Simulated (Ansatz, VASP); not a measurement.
# Rb in VASP and in Ansatz

File INCAR:

```
SYSTEM = Rb
PREC = Accurate ; ENCUT = 600
EDIFF = 1E-6 ; ISMEAR = -1
SIGMA = 0.05 ; LREAL = .False.
LASPH = .True. ; NELM = 60
ALGO = Normal ; ISIF = 3
LWAVE = .False. ; LCHARG = .False.
GGA = PE ; IBRION = 2
NSW = 80 ; EDIFFG = -0.02
```

KPOINTS

```
Automatic mesh
0
Gamma
  5 5 5
  0 0 0
```

The input POSCAR:

```
Rb
1.0
   -2.8025000000      2.8025000000      2.8025000000
    2.8025000000     -2.8025000000      2.8025000000
    2.8025000000      2.8025000000     -2.8025000000
Rb
1
Direct
    0.0000000000      0.0000000000      0.0000000000
```

The input input.yaml:

```yaml
crystal:
  lattice:
    - [-2.8025, 2.8025, 2.8025]
    - [2.8025, -2.8025, 2.8025]
    - [2.8025, 2.8025, -2.8025]
  atoms:
    - { symbol: Rb, position: [0.0, 0.0, 0.0] }
kpoints:
  mp_grid: { grid: [5, 5, 5] }
scf:
  occupations: { method: fermi_dirac, width: 0.05 }
hamiltonian:
  xc: pbe
  pseudopotentials: { kind: all_electron, lapw: { basis_error: 0.001 } }
output:
  forces: true
  stress: true
relax:
  f_tol: 0.02
  max_steps: 60
  cell: {}
```

Alike in both runs: task relaxation of cell and atoms; functional PBE; k mesh 5 × 5 × 5; occupations fermi-dirac, width 0.05 eV; no spin polarisation.

|  | VASP | Ansatz |
| --- | --- | --- |
| version | VASP 6.6.1 | Ansatz 0.2.0 |
| potentials or method | VASP PAW PBE potentials, release 64 (Rb_sv), cutoff 600 eV | all-electron LAPW, scalar-relativistic |

```csv
,VASP,Ansatz,Ansatz less VASP
relaxed volume (Å³/atom),90.51,90.60,+0.091
relaxed length of the cell vector where the two differ most in proportion (Å),4.899,4.901,+0.0016
```

Ansatz ran all-electron here, and VASP with PAW potentials.

Noted on Ansatz's run: the k mesh is thin for a metal, which can move the energy by tens of meV per atom.
